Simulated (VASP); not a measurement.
# MnH4 (P-3m1) in VASP: a series of runs

MnH4 is run at these levels: PBE; tasks: single point, relaxation of cell and atoms.

All numbers are computed with VASP 6.6.1; they aren't measurements. Logs are shortened: lines on timing, memory, paths and dates and some standing lists are left out, and cuts for length are marked.

## 1. The cell of the first run

The structure is trigonal, space group P-3m1 (No. 164). The conventional cell has a = 2.417 Å, b = 2.417 Å, c = 7.772 Å, α = 90.00°, β = 90.00°, γ = 120.00°. Within 2.3 Å of Mn (site symmetry -3m) lie 6 H at 1.74 Å. Within 2.3 Å of H (site symmetry 3m) lie 3 Mn at 1.74 Å. H (site symmetry 3m) has 12 H at 2.35 to 2.42 Å within 3.1 Å.

## 2. Single point, PBE, collinear spin, ferromagnetic start

Contents of INCAR:

```
SYSTEM = MnH4
  PREC = Accurate
  ENCUT = 520
  EDIFF = 1E-6
  ISMEAR = 0
  SIGMA = 0.1
  LREAL = .FALSE.
  LASPH = .TRUE.
  NELM = 150
  ALGO = Normal
  ISIF = 2
  LWAVE = .FALSE.
  LCHARG = .FALSE.
  ISPIN = 2
  MAGMOM = 4 0 0 0 0
  LORBIT = 11
  LMAXMIX = 4
  GGA = PE
  NBANDS = 20
```

Contents of KPOINTS:

```
Automatic mesh
0
G
  12 12 2
  0 0 0
```

Contents of POSCAR:

```
MnH4
1.0
    2.4172049600      0.0000000000      0.0000000000
   -1.2086024800      2.0933609000      0.0000000000
    0.0000000000      0.0000000000      7.7724775500
Mn H
1 4
Direct
    0.0000000000      0.0000000000      0.0000000000
    0.3333333300      0.6666666700      0.8658552800
    0.3333333300      0.6666666700      0.3767953500
    0.6666666700      0.3333333300      0.1341447200
    0.6666666700      0.3333333300      0.6232046500
```

Potentials or basis: VASP PAW PBE potentials, release 64 (Mn_pv, H).

Run with:

```console
$ cat potpaw_PBE.64/Mn_pv/POTCAR potpaw_PBE.64/H/POTCAR > POTCAR
$ mpirun -np 1 vasp_std > vasp.out
```

OUTCAR:

```text
SYSTEM = MnH4
   PREC = Accurate
   ENCUT = 520
   EDIFF = 1E-6
   ISMEAR = 0
   LREAL = .FALSE.
   LASPH = .TRUE.
   NELM = 150
   ISIF = 2
   ISPIN = 2
   LORBIT = 11
   GGA = PE

 ion  position               nearest neighbor table
   1  0.000  0.000  0.000-   2 1.74   4 1.74   2 1.74   4 1.74   4 1.74   2 1.74
   2  0.333  0.667  0.866-   1 1.74   1 1.74   1 1.74
   3  0.333  0.667  0.377-
   4  0.667  0.333  0.134-   1 1.74   1 1.74   1 1.74
   5  0.667  0.333  0.623-

  LATTYP: Found a hexagonal cell.
 ALAT       =     2.4172049600
 C/A-ratio  =     3.2154813839

  Lattice vectors:

 A1 = (   2.4172049600,   0.0000000000,   0.0000000000)
 A2 = (  -1.2086024800,   2.0933609000,   0.0000000000)
 A3 = (   0.0000000000,   0.0000000000,   7.7724775500)

Analysis of symmetry for initial positions (statically):
=====================================================================
 Subroutine PRICEL returns:
 Original cell was already a primitive cell.

 Routine SETGRP: Setting up the symmetry group for a
 hexagonal supercell.

 Subroutine GETGRP returns: Found 12 space group operations
 (whereof 12 operations were pure point group operations)
 out of a pool of 24 trial point group operations.

The static configuration has the point symmetry D_3d.

Analysis of symmetry for dynamics (positions and initial velocities):
=====================================================================
 Subroutine PRICEL returns:
 Original cell was already a primitive cell.

 Routine SETGRP: Setting up the symmetry group for a
 hexagonal supercell.

 Subroutine GETGRP returns: Found 12 space group operations
 (whereof 12 operations were pure point group operations)
 out of a pool of 24 trial point group operations.

The dynamic configuration has the point symmetry D_3d.

Analysis of structural, dynamic, and magnetic symmetry:
=====================================================================
 Subroutine PRICEL returns:
 Original cell was already a primitive cell.

 Routine SETGRP: Setting up the symmetry group for a
 hexagonal supercell.

 Subroutine GETGRP returns: Found 12 space group operations
 (whereof 12 operations were pure point group operations)
 out of a pool of 24 trial point group operations.

The overall configuration has the point symmetry D_3d.

 Subroutine INISYM returns: Found 12 space group operations
 (whereof 12 operations are pure point group operations),
 and found     1 'primitive' translations

----------------------------------------------------------------------------------------

                                     Primitive cell

  volume of cell :      39.3294

  direct lattice vectors                    reciprocal lattice vectors
     2.417204960  0.000000000  0.000000000     0.413700955  0.238850358  0.000000000
    -1.208602480  2.093360900  0.000000000     0.000000000  0.477700716  0.000000000
     0.000000000  0.000000000  7.772477550     0.000000000  0.000000000  0.128659104

  length of vectors
     2.417204960  2.417204959  7.772477550     0.477700715  0.477700716  0.128659104

  position of ions in fractional coordinates (direct lattice)
     0.000000000  0.000000000  0.000000000
     0.333333330  0.666666670  0.865855280
     0.333333330  0.666666670  0.376795350
     0.666666670  0.333333330  0.134144720
     0.666666670  0.333333330  0.623204650

  ion indices of the primitive-cell ions
   primitive index   ion index
                 1           1
                 2           2
                 3           3
                 4           4
                 5           5

----------------------------------------------------------------------------------------

 KPOINTS: Automatic mesh

Automatic generation of k-mesh.
 Grid dimensions read from file:
 generate k-points for:   12   12    2

 Generating k-lattice:

  Cartesian coordinates                     Fractional coordinates (reciprocal lattice)
     0.034475080  0.019904196  0.000000000     0.083333333  0.000000000  0.000000000
     0.000000000  0.039808393  0.000000000     0.000000000  0.083333333  0.000000000
     0.000000000  0.000000000  0.064329552     0.000000000  0.000000000  0.500000000

  Length of vectors
     0.039808393  0.039808393  0.064329552

  Shift w.r.t. Gamma in fractional coordinates (k-lattice)
     0.000000000  0.000000000  0.000000000

 Subroutine IBZKPT returns following result:
 ===========================================

 Found     38 irreducible k-points:

 Following reciprocal coordinates:
            Coordinates               Weight
  0.000000  0.000000  0.000000      1.000000
  0.083333  0.000000  0.000000      6.000000
  0.166667 -0.000000  0.000000      6.000000
  0.250000  0.000000  0.000000      6.000000
  0.333333  0.000000  0.000000      6.000000
  0.416667 -0.000000  0.000000      6.000000
[... 16 lines left out ...]
  0.250000  0.000000  0.500000      6.000000
  0.333333  0.000000  0.500000      6.000000
 [... further k-points ...]
   k-points           NKPTS =     38   k-points in BZ     NKDIM =     38   number of bands    NBANDS=     20
   number of dos      NEDOS =    301   number of ions     NIONS =      5
   total plane-waves  NPLWV =  19440
   dimension x,y,z NGX =    18 NGY =   18 NGZ =   60
   dimension x,y,z NGXF=    36 NGYF=   36 NGZF=  120
   ions per type =               1   4
   NGX,Y,Z   is equivalent  to a cutoff of  12.38, 12.38, 12.83 a.u.
   NGXF,Y,Z  is equivalent  to a cutoff of  24.76, 24.76, 25.67 a.u.
 SYSTEM =  MnH4
   PREC   = accura    normal or accurate (medium, high low for compatibility)
   ISTART =      0    job   : 0-new  1-cont  2-samecut
   ICHARG =      2    charge: 1-file 2-atom 10-const
   ISPIN  =      2    spin polarized calculation?
   LNONCOLLINEAR =      F non collinear calculations
   LSORBIT =      F    spin-orbit coupling
   LASPH  =      T    aspherical Exc in radial PAW
   ENCUT  =  520.0 eV  38.22 Ry    6.18 a.u.   4.49  4.49 14.45*2*pi/ulx,y,z
   NELM   =    150;   NELMIN=  2; NELMDL= -5     # of ELM steps
   EDIFF  = 0.1E-05   stopping-criterion for ELM
   LREAL  =      F    real-space projection
   EDIFFG = 0.1E-04   stopping-criterion for IOM
   NSW    =      0    number of steps for IOM
   IBRION =     -1    ionic relax: 0-MD 1-quasi-New 2-CG
   NFREE  =      0    steps in history (QN), initial steepest desc. (CG)
   ISIF   =      2    stress and relaxation
   ISYM   =      2    0-nonsym 1-usesym 2-fastsym
   POTIM  = 0.5000    time-step for ionic-motion
   TEBEG  =    0.0;   TEEND  =   0.0 temperature during run
   PSTRESS=    0.0 pullay stress
   NELECT =      17.0000    total number of electrons
   NUPDOWN=      -1.0000    fix difference up-down
   EMIN   =  10.00;   EMAX   =-10.00  energy-range for DOS
   EFERMI =   0.00;   METHOD = LEGACY
   ISMEAR =     0;   SIGMA  =   0.10  broadening in eV -4-tet -1-fermi 0-gaus
   EFERMI_NEDOS =   21; number of points for ismear=-14 and -15
   IALGO  =     38    algorithm
   IMIX   =      4    mixing-type and parameters
     AMIX     =   0.40;   BMIX     =  1.00
     AMIX_MAG =   1.60;   BMIX_MAG =  1.00
  volume/ion in A,a.u.               =       7.87        53.08
  Fermi-wavevector in a.u.,A,eV,Ry     =   1.237805  2.339112 20.846308  1.532160
  Thomas-Fermi vector in A             =   2.372357
   LORBIT       =     11    0 simple, 1 ext, 2 COOP (PROOUT), +10 PAW based schemes
   GGA     = PE    functional components
   LHFCALC =     F    Hartree Fock is set to
   AEXX    =    0.0000 exact exchange contribution
   IVDW    =     0    specifies the selected vdW correction
   LEPSILON=     F    determine dielectric tensor
   LRPA    =     F    only Hartree local field effects (RPA)
 spin polarized calculation
 Gauss-broadening in eV      SIGMA  =   0.10
  energy-cutoff  :      520.00
  volume of cell :       39.33
 maximum number of plane-waves:      1083
 NGX is ok and might be reduce to    18
   NGX =  9   NGY =  9   NGZ = 29

 number of electron      16.9999998 magnetization       1.5141670

 Free energy of the ion-electron system (eV)
  ---------------------------------------------------
  ext. energy  EPLUGINS =         0.00000000
  ---------------------------------------------------
  free energy    TOTEN  =       -17.87689623 eV

  energy without entropy =      -17.86626291  energy(sigma->0) =      -17.87157957

 E-fermi :   1.1233     XC(G=0):  -9.4280

 val. band max:        1.1173136471   @ k =   0.3333   0.0000   0.0000
 cond. band min:       1.1302070705   @ k =   0.2500   0.2500   0.5000
 fundamental gap:      0.0128934233
 Fermi energy:         1.1232830954

 spin component 1

 k-point     1 :       0.0000    0.0000    0.0000
  band No.  band energies     occupation
      1     -48.0117      1.00000
      2     -47.4450      1.00000
      3     -47.4450      1.00000
      4      -8.7507      1.00000
      5      -5.1284      1.00000
      6      -3.9945      1.00000
[... 12 lines left out ...]
     19      26.1558      0.00000
[... 513 lines left out ...]
      4      -5.8074      1.00000
      5      -4.5551      1.00000
      6      -2.2346      1.00000
[... 12 lines left out ...]
     19      20.4890      0.00000
     20      21.4777      0.00000

 [... further k-points ...]

 spin component 2

 k-point     1 :       0.0000    0.0000    0.0000
  band No.  band energies     occupation
      1     -45.7838      1.00000
      2     -45.7838      1.00000
      3     -45.5919      1.00000
      4      -8.5707      1.00000
      5      -5.1317      1.00000
      6      -4.2471      1.00000
[... 12 lines left out ...]
     19      25.9232      0.00000
[... 513 lines left out ...]
      4      -5.4741      1.00000
      5      -4.2151      1.00000
      6      -1.3958      1.00000
[... 12 lines left out ...]
     19      20.8980      0.00000
     20      21.8378      0.00000

 [... further k-points ...]
[... 5 lines left out ...]
  --------------------------------------------------------------------------------------
  -------------------------------------------------------------------------------------
  Total        0.4057691      0.4057691     -0.9383416      0.0000000      0.0000000     -0.0000000
  in kB       16.5299869     16.5299869    -38.2256139      0.0000000      0.0000000     -0.0000000
  external PRESSURE =      -1.7218800 kB  Pullay stress =       0.0000000 kB

 VOLUME and BASIS-vectors are now :
 -----------------------------------------------------------------------------
  energy-cutoff  :      520.00
  volume of cell :       39.33
      direct lattice vectors                 reciprocal lattice vectors
     2.417204960  0.000000000  0.000000000     0.413700955  0.238850358  0.000000000
    -1.208602480  2.093360900  0.000000000     0.000000000  0.477700716  0.000000000
     0.000000000  0.000000000  7.772477550     0.000000000  0.000000000  0.128659104

 POSITION                                       TOTAL-FORCE (eV/Angst)
 -----------------------------------------------------------------------------------
      0.00000      0.00000      0.00000         0.000000      0.000000      0.000000
     -0.00000      1.39557      6.72984        -0.000000      0.000000      0.011984
     -0.00000      1.39557      2.92863        -0.000000     -0.000000      0.415053
      1.20860      0.69779      1.04264         0.000000     -0.000000     -0.011984
      1.20860      0.69779      4.84384         0.000000      0.000000     -0.415053
 -----------------------------------------------------------------------------------
    total drift:                                0.000000      0.000000      0.000000

  FREE ENERGIE OF THE ION-ELECTRON SYSTEM (eV)
  ---------------------------------------------------
  free  energy   TOTEN  =       -17.8768962313 eV

  energy  without entropy=      -17.8662629079  energy(sigma->0) =      -17.87157957

 total charge

# of ion       s       p       d       tot
------------------------------------------
    1        0.382   6.434   5.235  12.050
    2        0.541   0.023   0.000   0.564
    3        0.332   0.002   0.000   0.335
    4        0.541   0.023   0.000   0.564
    5        0.332   0.002   0.000   0.335
--------------------------------------------------
tot          2.128   6.484   5.235  13.847

 magnetization (x)

# of ion       s       p       d       tot
------------------------------------------
    1        0.015   0.008   1.761   1.784
    2       -0.029   0.004   0.000  -0.025
    3       -0.057  -0.000   0.000  -0.057
    4       -0.029   0.004   0.000  -0.025
    5       -0.057  -0.000   0.000  -0.057
--------------------------------------------------
tot         -0.156   0.015   1.761   1.620
```

Run time: 82 s. Hardware: 1 thread of Intel Xeon 6975P-C, shared host; peak memory 0.19 GiB.

Results:

```
Free energy                                           : -17.8769 eV
Pressure                                              : -0.2 GPa
Largest force                                         : 0.415 eV/Å
Net moment                                            : 1.51 μB per cell
Site moments                                          : Mn +1.78; H -0.03, -0.06 μB
Valence electrons inside the program's atomic spheres : Mn 12.05; H 0.56, 0.34
```

Forces on the atoms (eV/Å):
```
Mn   0.000  0.000  0.000
H    0.000  0.000  0.012
H    0.000  0.000  0.415
H    0.000  0.000 -0.012
H    0.000  0.000 -0.415
```

Stress tensor (GPa, compression positive):
```
 1.65  0.00  0.00
 0.00  1.65  0.00
 0.00  0.00 -3.82
```

Levels at points of the mesh, in eV from the Fermi level:
Spin up:
```csv
k point,band 7,band 8,band 9,band 10,band 11,band 12
"(0.00, 0.00, 0.00)",-2.99,-1.85,-1.85,-0.89,-0.20,-0.20
"(0.50, 0.00, 0.00)",-1.23,-0.82,0.64,1.11,1.63,4.32
"(0.00, 0.00, 0.50)",-3.69,-1.85,-1.85,-1.20,-0.20,-0.20
"(0.50, 0.00, 0.50)",-1.22,-0.82,0.63,1.11,1.52,4.43
```
Spin down:
```
           k point  band 6  band 7  band 8  band 9  band 10  band 11
(0.00, 0.00, 0.00)   -5.37   -1.61   -1.30   -0.57    -0.57     1.87
(0.50, 0.00, 0.00)   -3.00    0.06    0.43    1.15     1.33     2.60
(0.00, 0.00, 0.50)   -3.92   -3.26   -0.68   -0.57    -0.57     1.87
(0.50, 0.00, 0.50)   -3.01   -0.03    0.80    0.95     1.15     2.60
```

Caveat: the k points lie up to 0.40 Å⁻¹ apart.

## 3. Single point, PBE, collinear spin, ferromagnetic start

This run uses another cell than the first one, of 8.28 Å³/atom, 1.053 times its volume.

Contents of INCAR:

```
  PREC = Accurate
  ENCUT = 520
  EDIFF = 1E-6
  ISMEAR = 0
  SIGMA = 0.1
  LREAL = F
  LASPH = T
  NELM = 150
  ALGO = Normal
  ISIF = 2
  LWAVE = F
  LCHARG = F
  ISPIN = 2
  MAGMOM = 4 0 0 0 0
  LORBIT = 11
  LMAXMIX = 4
  GGA = PE
  NBANDS = 20
```

Contents of KPOINTS:

```
regular mesh
0
Gamma
  12 12 2
```

Contents of POSCAR:

```
MnH4
1.0
    2.4223368905      0.0000000000      0.0000000000
   -1.2111684453      2.0978052837      0.0000000000
    0.0000000000      0.0000000000      8.1508624218
Mn H
1 4
Direct
    0.0000000000      0.0000000000      0.0000000000
    0.3333333333      0.6666666667      0.8725262101
    0.3333333333      0.6666666667      0.5000141692
    0.6666666667      0.3333333333      0.1274737899
    0.6666666667      0.3333333333      0.4999858308
```

Potentials or basis: VASP PAW PBE potentials, release 64 (Mn_pv, H).

Run with:

```console
$ cat potpaw_PBE.64/Mn_pv/POTCAR potpaw_PBE.64/H/POTCAR > POTCAR
$ mpirun -np 1 vasp_std > vasp.out
```

Wall time 56 s (1 thread of Intel Xeon 6975P-C, shared host); peak memory 0.2 GiB.

Results (log left out):

```
Free energy                                           : -20.5961 eV
Pressure                                              : 0.1 GPa
Largest force                                         : 0.004 eV/Å
Net moment                                            : 1.67 μB per cell
Site moments                                          : Mn +1.68; H -0.02, +0.00 μB
Valence electrons inside the program's atomic spheres : Mn 12.05; H 0.57, 0.42
```

Forces on the atoms (eV/Å):
```
Mn   0.000  0.000  0.000
H    0.000  0.000 -0.004
H    0.000  0.000 -0.001
H    0.000  0.000  0.004
H    0.000  0.000  0.001
```

Levels at points of the mesh, in eV from the Fermi level:
Spin up:
| k point | band 5 | band 6 | band 7 | band 8 | band 9 | band 10 | band 11 | band 12 | band 13 | band 14 |
| --- | --- | --- | --- | --- | --- | --- | --- | --- | --- | --- |
| (0.00, 0.00, 0.00) | -8.76 | -5.81 | -3.37 | -1.81 | -1.81 | -0.19 | -0.19 | 4.15 | 6.11 | 13.88 |
| (0.50, 0.00, 0.00) | -4.12 | -3.49 | -2.62 | -1.15 | -0.82 | 1.14 | 1.23 | 4.50 | 5.34 | 7.80 |
| (0.00, 0.00, 0.50) | -8.84 | -5.71 | -3.42 | -1.81 | -1.81 | -0.19 | -0.19 | 3.52 | 7.83 | 10.58 |
| (0.50, 0.00, 0.50) | -4.12 | -3.46 | -2.66 | -1.14 | -0.82 | 1.14 | 1.21 | 4.49 | 5.48 | 7.89 |
Spin down:
```csv
k point,band 6,band 7,band 8,band 9,band 10,band 11
"(0.00, 0.00, 0.00)",-5.74,-2.02,-0.63,-0.63,1.81,1.81
"(0.50, 0.00, 0.00)",-3.00,-2.62,0.54,1.10,1.28,2.50
"(0.00, 0.00, 0.50)",-5.63,-2.10,-0.63,-0.63,1.81,1.81
"(0.50, 0.00, 0.50)",-3.02,-2.63,0.59,1.10,1.22,2.50
```

Caveat: the k points lie up to 0.39 Å⁻¹ apart.

(Continued in part 2 of 2.)
